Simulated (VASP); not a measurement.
Here is a VASP 6.6.1 calculation.

The input INCAR:

```
ALGO = Normal ; DIPOL = 0.5 0.5 0.462
EDIFF = 1E-7 ; ENCUT = 520
GGA = PE ; IDIPOL = 3
ISIF = 2 ; ISMEAR = 0
IVDW = 12 ; LASPH = T
LCHARG = T ; LDIPOL = T
LELF = T ; LREAL = Auto
LVACPOTAV = T ; LVHAR = T
LWAVE = F ; NBANDS = 75
NELM = 100 ; PREC = Accurate
SIGMA = 0.1
```

Contents of KPOINTS:

```
k-points
0
Gamma
  3 3 1
```

POSCAR

```
Na16HF
1.0
    8.1558973628      0.0000000000      0.0000000000
    0.0000000000      8.1558973628      0.0000000000
    0.0000000000      0.0000000000     25.0470230221
Na F H
16 1 1
Direct
    0.2500000000      0.7500000000      0.3193992353
    0.2500000000      0.2500000000      0.3193992353
    0.7500000000      0.7500000000      0.3193992353
    0.7500000000      0.2500000000      0.3193992353
    0.5000000000      0.5000000000      0.4008050910
    0.5000000000      0.0000000000      0.4008050910
    0.0000000000      0.5000000000      0.4008050910
    0.0000000000      0.0000000000      0.4008050910
    0.7544545173      0.2500000000      0.4866881234
    0.7562466782      0.7500000000      0.4856231281
    0.2455454827      0.2500000000      0.4866881234
    0.2437533218      0.7500000000      0.4856231281
    0.0000000000     -0.0389043334      0.5868435364
    0.0000000000      0.5389043334      0.5868435364
    0.5000000000     -0.0133810900      0.5729720697
    0.5000000000      0.5133810900      0.5729720697
    0.0000000000      0.2500000000      0.6061244020
    0.0000000000      0.2500000000      0.5657915935
```

Potentials or basis: VASP PAW PBE potentials, release 64 (Na_pv, F, H).

Command:

```sh
$ cat potpaw_PBE.64/Na_pv/POTCAR potpaw_PBE.64/F/POTCAR potpaw_PBE.64/H/POTCAR > POTCAR
$ mpirun -np 1 vasp_std > vasp.out
```

(1) What does it give for the largest force?

(2) Predict the dispersion energy per atom.

(3) Estimate the band gap on the k mesh.

Answers

(1) 0.200 eV/Å.

(2) -0.105 eV.

(3) zero (bands 60 and 61 overlap by 0.24 eV).
